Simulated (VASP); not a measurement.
Crystal: Co.

```
Co
1.0
     2.50384    0.00000    0.00000
    -1.25192    2.16839    0.00000
     0.00000    0.00000    4.09020
Co
2
Direct
  0.33333 0.66667 0.74014
  0.66667 0.33333 0.25986
```

Base run:

- Program: VASP 6.6.1
- Functional: PBEsol
- Potentials or basis: VASP PAW PBE potentials, release 64 (Co_sv)
- Cutoff: 600 eV
- k mesh: 12 × 12 × 7
- Occupations: fermi-dirac, width 0.05 eV
- Spin: collinear spin, ferromagnetic start
- Starting moments: [2.0, 2.0] μB

Its results: pressure -16.6 GPa; net moment 3.30 μB per cell; site moments Co +1.71 μB; largest force 0.376 eV/Å.

Q: The run is repeated on the same cell with these changes: functional from PBEsol to LDA; potentials or basis from VASP PAW PBE potentials, release 64 (Co_sv) to VASP PAW LDA potentials, release 64 (Co_sv). What comes out?

A: Pressure -24.9 GPa; net moment 3.15 μB per cell; site moments Co +1.61 μB; largest force 0.354 eV/Å.

Caveats: the cell stands under tension; the PAW data sets were made with another functional, which shifts forces and pressure a little (at least some runs).
